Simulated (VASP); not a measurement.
Here is a VASP 6.6.1 calculation.

The input INCAR:

```
  PREC = Accurate
  ENCUT = 520
  EDIFF = 1E-6
  ISMEAR = 0
  SIGMA = 0.15
  LREAL = False
  LASPH = True
  NELM = 100
  ALGO = Normal
  ISIF = 2
  LWAVE = False
  LCHARG = False
  GGA = CA
  NBANDS = 16
```

Contents of KPOINTS:

```
Automatic mesh
0
Gamma
  16 16 16
```

The input POSCAR:

```
GaSb
1.0
   -2.7531000000      2.7531000000      1.4155500000
    2.7531000000     -2.7531000000      1.4155500000
    2.7531000000      2.7531000000     -1.4155500000
Ga Sb
1 1
Direct
    0.2500000000      0.7500000000      0.5000000000
    0.0000000000      0.0000000000      0.0000000000
```

Potentials or basis: VASP PAW LDA potentials, release 64 (Ga_d, Sb).

The run is started by

```console
$ cat potpaw_LDA.64/Ga_d/POTCAR potpaw_LDA.64/Sb/POTCAR > POTCAR
$ mpirun -np 1 vasp_std > vasp.out
```

Task: What does it give for the pressure?

Result: 3.5 GPa.

Task: Predict the band gap on the k mesh.

Result: Zero (bands 9 and 10 overlap by 4.52 eV).

Stress tensor (GPa, compression positive):
```
 0.08  0.00  0.00
 0.00  0.08  0.00
 0.00  0.00 10.32
```

Caveat: the cell stands under pressure; spin-orbit coupling is left out, which moves the levels of the heavy elements.
